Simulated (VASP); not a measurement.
# Zr2F3 (R32) in VASP: notebook, part 2 of 3

VASP 6.6.1.

**3. Single point, PBE**

This run uses another cell than the first one, of 13.94 Å³/atom.

Input file INCAR:

```
PREC = Accurate
ENCUT = 520
EDIFF = 1E-6
ISMEAR = 0
SIGMA = 0.1
LREAL = False
LASPH = True
NELM = 80
ALGO = Normal
ISIF = 2
LWAVE = False
LCHARG = False
GGA = PE
NBANDS = 30
```

Input file KPOINTS:

```
regular mesh
0
Gamma
  6 6 6
```

Input file POSCAR:

```
Zr2F3
1.0
    2.9269284190      1.6898629106      2.3479597769
   -2.9269284190      1.6898629106      2.3479597769
    0.0000000000     -3.3797258212      2.3479597769
Zr F
2 3
Direct
    0.2695596401      0.2695596401      0.2695596401
    0.7304403599      0.7304403599      0.7304403599
    0.0000000000      0.2499333036      0.7500666964
    0.7500666964      0.0000000000      0.2499333036
    0.2499333036      0.7500666964      0.0000000000
```

Potentials or basis: VASP PAW PBE potentials, release 64 (Zr_sv, F).

On the command line:

```console
$ cat potpaw_PBE.64/Zr_sv/POTCAR potpaw_PBE.64/F/POTCAR > POTCAR
$ mpirun -np 1 vasp_std > vasp.out
```

OUTCAR:

```text
PREC = Accurate
   ENCUT = 520
   EDIFF = 1E-6
   ISMEAR = 0
   LREAL = False
   LASPH = True
   NELM = 80
   ISIF = 2
   GGA = PE

 ion  position               nearest neighbor table
   1  0.270  0.270  0.270-   3 2.28   5 2.28   4 2.28   4 2.40   3 2.40   5 2.40   2 3.25   2 3.50
                             2 3.50   2 3.50   2 3.68   2 3.68   2 3.68   2 3.80
   2  0.730  0.730  0.730-   4 2.28   5 2.28   3 2.28   3 2.40   4 2.40   5 2.40   1 3.25   1 3.50
                             1 3.50   1 3.50   1 3.68   1 3.68   1 3.68   1 3.80
   3  0.000  0.250  0.750-   1 2.28   2 2.28   2 2.40   1 2.40
   4  0.750  0.000  0.250-   2 2.28   1 2.28   1 2.40   2 2.40
   5  0.250  0.750  0.000-   1 2.28   2 2.28   1 2.40   2 2.40

  LATTYP: Found a trigonal (rhomboedric) cell.
 ALAT       =     4.1152717699
 COS(alpha) =    -0.0117125947

  Lattice vectors:

 A1 = (   2.9269284190,   1.6898629106,   2.3479597769)
 A2 = (  -2.9269284190,   1.6898629106,   2.3479597769)
 A3 = (   0.0000000000,  -3.3797258212,   2.3479597769)

Analysis of symmetry for initial positions (statically):
=====================================================================
 Subroutine PRICEL returns:
[... 182 lines left out ...]
 fundamental gap:      0.0246801895
 Fermi energy:         8.5079316701

 k-point     1 :       0.0000    0.0000    0.0000
  band No.  band energies     occupation
      1     -41.8741      2.00000
      2     -41.8092      2.00000
      3     -20.1791      2.00000
      4     -20.1791      2.00000
      5     -20.0779      2.00000
      6     -19.7748      2.00000
[... 781 lines left out ...]
     29      11.1824      0.00000
     30      11.2869      0.00000

 [... further k-points ...]

------------------------ aborting loop because EDIFF is reached ----------------------------------------

  FORCE on cell =-STRESS in cart. coord.  units (eV):
  Direction    XX          YY          ZZ          XY          YZ          ZX
  --------------------------------------------------------------------------------------
  -------------------------------------------------------------------------------------
  Total        0.0097838      0.0097838     -0.0398822      0.0000000      0.0000000      0.0000000
  in kB        0.2249649      0.2249649     -0.9170317      0.0000000      0.0000000      0.0000000
  external PRESSURE =      -0.1557006 kB  Pullay stress =       0.0000000 kB

 VOLUME and BASIS-vectors are now :
 -----------------------------------------------------------------------------
  energy-cutoff  :      520.00
  volume of cell :       69.68
      direct lattice vectors                 reciprocal lattice vectors
     2.926928419  1.689862911  2.347959777     0.170827546  0.098627330  0.141967225
    -2.926928419  1.689862911  2.347959777    -0.170827546  0.098627330  0.141967225
     0.000000000 -3.379725821  2.347959777     0.000000000 -0.197254660  0.141967225

 POSITION                                       TOTAL-FORCE (eV/Angst)
 -----------------------------------------------------------------------------------
      0.00000      0.00000      1.89875         0.000000      0.000000      0.005607
      0.00000      0.00000      5.14513         0.000000      0.000000     -0.005607
     -0.73154     -2.11267      2.34796         0.004952     -0.008576      0.000000
      2.19539      0.42280      2.34796         0.004952      0.008576      0.000000
     -1.46385      1.68986      2.34796        -0.009903     -0.000000     -0.000000
 -----------------------------------------------------------------------------------
    total drift:                               -0.000001      0.000000     -0.000000

  FREE ENERGIE OF THE ION-ELECTRON SYSTEM (eV)
  ---------------------------------------------------
  free  energy   TOTEN  =       -32.9305316510 eV

  energy  without entropy=      -32.9116600518  energy(sigma->0) =      -32.92109585
```

stdout:

```text
POSCAR found type information on POSCAR ZrF
 POSCAR found :  2 types and       5 ions
 scaLAPACK will be used
 LDA part: xc-table for (Slater+PW92), standard interpolation
 POSCAR, INCAR and KPOINTS ok, starting setup
 FFT: planning ... GRIDC
 FFT: planning ... GRID_SOFT
 FFT: planning ... GRID
 WAVECAR not read
 entering main loop
```

Run time: 70 s. Hardware: 1 thread of AMD EPYC 7R13, shared host; peak memory 0.17 GiB.

What came out:

```yaml
Free_energy: -32.9305 eV
Pressure: 0.0 GPa
Largest_force: 0.010 eV/Å
Band_gap_on_the_k_mesh: zero (an odd number of electrons rules out a gap without spin polarisation)
```

Forces on the atoms (eV/Å):
```
Zr   0.000  0.000  0.006
Zr   0.000  0.000 -0.006
F    0.005 -0.009  0.000
F    0.005  0.009  0.000
F   -0.010  0.000  0.000
```

Levels at points of the mesh, in eV from the Fermi level:
```csv
k point,band 19,band 20,band 21,band 22,band 23,band 24,band 25,band 26,band 27,band 28
"(0.00, 0.00, 0.00)",-7.41,-6.98,-1.95,-0.41,-0.41,0.60,1.15,1.15,2.53,2.53
"(0.50, 0.00, 0.00)",-7.29,-7.27,-0.78,-0.76,0.81,0.95,0.99,1.72,1.97,2.19
"(0.50, 0.50, 0.00)",-7.27,-6.72,-1.20,-0.47,-0.13,1.05,1.86,2.11,2.32,2.34
"(0.50, 0.50, 0.50)",-7.08,-7.08,-0.92,-0.92,-0.89,1.10,1.10,1.11,2.33,2.33
```

Caveat: an odd number of electrons without spin polarisation forces a metal; a magnetic or distorted state may lie lower.

**4. Relaxation of cell and atoms, PBE**

Input file INCAR:

```
PREC = Accurate
ENCUT = 600
EDIFF = 1E-6
ISMEAR = 0
SIGMA = 0.1
LREAL = F
LASPH = T
NELM = 60
ALGO = Normal
ISIF = 3
LWAVE = F
LCHARG = F
GGA = PE
IBRION = 2
NSW = 90
EDIFFG = -0.04
```

Input file KPOINTS:

```
Automatic mesh
0
Gamma
  6 6 6
```

Input file POSCAR:

```
Zr2F3
1.0
    2.7816621000      1.6059933600      2.2462902900
   -2.7816621000      1.6059933600      2.2462902900
    0.0000000000     -3.2119867200      2.2462902900
Zr F
2 3
Direct
    0.2599999900      0.2599999900      0.2599999900
    0.7400000100      0.7400000100      0.7400000100
    0.0000000000      0.2500000000      0.7500000000
    0.7500000000      0.0000000000      0.2500000000
    0.2500000000      0.7500000000      0.0000000000
```

On the command line:

```console
$ cat potpaw_PBE.64/Zr_sv/POTCAR potpaw_PBE.64/F/POTCAR > POTCAR
$ mpirun -np 1 vasp_std > vasp.out
```

Run time: 6.1 min. Hardware: 1 thread of AMD EPYC 7R13, shared host; peak memory 0.18 GiB.

The run converged. Its results:

* Free energy: -32.9145 eV
* Relaxed volume: 13.96 Å³/atom
* Relaxed cell: a = 4.118 Å, b = 4.118 Å, c = 4.118 Å, α = 90.77°, β = 90.77°, γ = 90.77°
* Space group after relaxing (to 0.1 Å): R32 (No. 155)
* Energy gained by relaxing: 141.3 meV/atom
* Ionic steps: 7
* Pressure after relaxing: -0.2 GPa
* Largest force after relaxing: 0.027 eV/Å
* Band gap on the k mesh: zero (an odd number of electrons rules out a gap without spin polarisation)

Forces on the atoms (eV/Å):
```
Zr   0.000  0.000  0.007
Zr   0.000  0.000 -0.007
F   -0.014  0.024  0.000
F   -0.014 -0.024  0.000
F    0.027  0.000  0.000
```

Stress tensor (GPa, compression positive):
```
-0.32  0.00  0.00
 0.00 -0.32  0.00
 0.00  0.00  0.01
```

Step by step:
```tsv
step	energy change (eV)	largest force (eV/Å)	pressure (GPa)	volume (Å³)
1	0.0000	1.0467	25.28	60.21
2	-0.3741	0.1367	-10.99	78.33
3	-0.6950	0.2769	-0.39	69.98
4	-0.6949	0.2863	-0.04	69.78
5	-0.7020	0.1939	0.11	69.65
6	-0.7055	0.0528	0.35	69.47
7	-0.7066	0.0273	-0.21	69.80
```

Final structure:
```xyz
5
Lattice="2.9310 1.6922 2.3454 -2.9310 1.6922 2.3454 0.0000 -3.3845 2.3454" Properties=species:S:1:pos:R:3 pbc="T T T"
Zr    0.0000    0.0000    1.8950
Zr    0.0000    0.0000    5.1411
F    -0.7306   -2.1191    2.3454
F    -0.7306    2.1191    4.6907
F    -1.4699    1.6922    2.3454
```

Levels at points of the mesh, in eV from the Fermi level:
```csv
k point,band 19,band 20,band 21,band 22,band 23,band 24,band 25,band 26,band 27
"(0.00, 0.00, 0.00)",-7.39,-6.97,-1.95,-0.40,-0.40,0.59,1.14,1.14,2.52
"(0.50, 0.00, 0.00)",-7.28,-7.26,-0.77,-0.76,0.81,0.94,0.98,1.70,1.97
"(0.50, 0.50, 0.00)",-7.25,-6.72,-1.20,-0.47,-0.13,1.05,1.86,2.12,2.34
"(0.50, 0.50, 0.50)",-7.07,-7.07,-0.92,-0.92,-0.90,1.10,1.10,1.11,2.33
```

Caveat: the volume moved by over 15 % at a fixed basis, so the end points are rough; an odd number of electrons without spin polarisation forces a metal; a magnetic or distorted state may lie lower.

(Part 2 of 3 ends here.)

The gap in the log of VASP goes by the Fermi energy; the results here count the filled bands.